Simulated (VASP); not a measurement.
A run of VASP 6.6.1 is set up as follows.

File INCAR:

```
SYSTEM = Mo3H
  PREC = Accurate
  ENCUT = 520
  EDIFF = 1E-7
  ISMEAR = 0
  SIGMA = 0.1
  LREAL = .FALSE.
  LASPH = .TRUE.
  NELM = 150
  ALGO = Normal
  ISIF = 2
  LWAVE = .FALSE.
  LCHARG = .TRUE.
  ISPIN = 2
  MAGMOM = 0 0 0 1
  LORBIT = 11
  LMAXMIX = 4
  LDIPOL = .TRUE.
  IDIPOL = 3
  DIPOL = 0.5 0.5 0.333
  GGA = PE
  LELF = .TRUE.
  LVHAR = .TRUE.
  LVACPOTAV = .TRUE.
  NBANDS = 34
```

File KPOINTS:

```
Automatic mesh
0
G
  10 10 1
  0 0 0
```

The input POSCAR:

```
Mo3H
1.0
    2.7370454666      0.0000000000      0.0000000000
   -0.9123484889      2.5805112132      0.0000000000
    0.0000000000      0.0000000000     21.3082440588
Mo H
3 1
Direct
    0.5000000000      0.5000000000      0.1877207708
    0.0000000000      0.0000000000      0.2888166433
    0.5000000000      0.5000000000      0.3899074948
    0.8333333333      0.8333333333      0.4668730108
```

Potentials or basis: VASP PAW PBE potentials, release 64 (Mo_sv, H).

Command:

```sh
$ cat potpaw_PBE.64/Mo_sv/POTCAR potpaw_PBE.64/H/POTCAR > POTCAR
$ mpirun -np 1 vasp_std > vasp.out
```

Q: Predict the largest force.

A: 1.816 eV/Å.

Q: Estimate the net moment.

A: 0.00 μB per cell.

Forces in eV/Å, atoms in the order of the input:
```
Mo   0.094  0.133  0.131
Mo  -0.232 -0.328 -0.637
Mo   0.100  0.142  1.807
H    0.038  0.054 -1.301
```
